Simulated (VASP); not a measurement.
Here is a VASP 6.6.1 calculation.

INCAR

```
ALGO = Normal ; EDIFF = 1E-6
ENCUT = 600 ; GGA_COMPAT = F
ISIF = 2 ; ISMEAR = 0
LASPH = T ; LCHARG = T
LELF = T ; LREAL = F
LVHAR = T ; LWAVE = F
NBANDS = 19 ; NELM = 120
PREC = Accurate ; SIGMA = 0.1
```

Contents of KPOINTS:

```
k-points
0
Gamma
  6 6 6
```

Contents of POSCAR:

```
ZrO2
1.0
    0.0000000000      2.5142764160      2.5142764160
    2.5142764160      0.0000000000      2.5142764160
    2.5142764160      2.5142764160      0.0000000000
Zr O
1 2
Direct
    0.0000000000      0.0000000000      0.0000000000
    0.2500000000      0.2500000000      0.2500000000
    0.7500000000      0.7500000000      0.7500000000
```

Potentials or basis: VASP PAW LDA potentials, release 64 (Zr_sv, O).

The run is started by

```sh
$ cat potpaw_LDA.64/Zr_sv/POTCAR potpaw_LDA.64/O/POTCAR > POTCAR
$ mpirun -np 1 vasp_std > vasp.out
```

Task: Predict the pressure.

Result: 0.2 GPa.

Task: Predict the band gap on the k mesh.

Result: 3.33 eV (least direct gap 3.78 eV).

A k mesh can miss the band edges.
